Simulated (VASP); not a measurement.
Runs of VASP 6.6.1 on BaIr3. The structure is that of space group Pm-3m (No. 221), or close to it. The cells are those of the table. 

```tsv
potentials or basis	cell	cutoff (eV)	second run	gap on the mesh (eV)	pressure (GPa)
VASP PAW PBE potentials, release 64 (Ba_sv, Ir)	a = 4.317 Å, 4 atoms	520	-	none	-5.0
VASP PAW PBE potentials, release 64 (Ba_sv, Ir)	a = 4.164 Å, 4 atoms	520	-	none	10.6
VASP PAW PBE potentials, release 64 (Ba_sv, Ir)	a = 4.357 Å, 4 atoms	520	-	none	-7.8
VASP PAW PBE potentials, release 64 (Ba_sv, Ir_sv_GW)	a = 4.193 Å, 4 atoms	500	valence_matched	none	5.0
VASP PAW PBE potentials, release 64 (Ba_sv, Ir_sv_GW)	a = 4.164 Å, 4 atoms	500	valence_matched	none	(a)
VASP PAW PBE potentials, release 64 (Ba_sv, Ir)	a = 4.277 Å, 4 atoms	520	-	none	(b)
VASP PAW PBE potentials, release 64 (Ba_sv, Ir)	a = 4.142 Å, 4 atoms	520	-	none	13.7
VASP PAW PBE potentials, release 64 (Ba_sv, Ir_sv_GW)	a = 4.142 Å, 4 atoms	500	valence_matched	none	11.5
```

Alike in all rows: task single point; level PBE; no spin polarisation; k mesh 8 × 8 × 8; smearing gaussian 0.05 eV.

Task: Estimate the missing entries.

Result: (a) 8.5; (b) -1.7.

Caveats: spin-orbit coupling is left out, which moves the levels of the heavy elements.

A k mesh can miss the band edges, and the runs leave out spin-orbit coupling on Ba, Ir.

A gap of «none» marks levels without a gap at the run's occupations.

The runs don't all hold the same shells in valence.
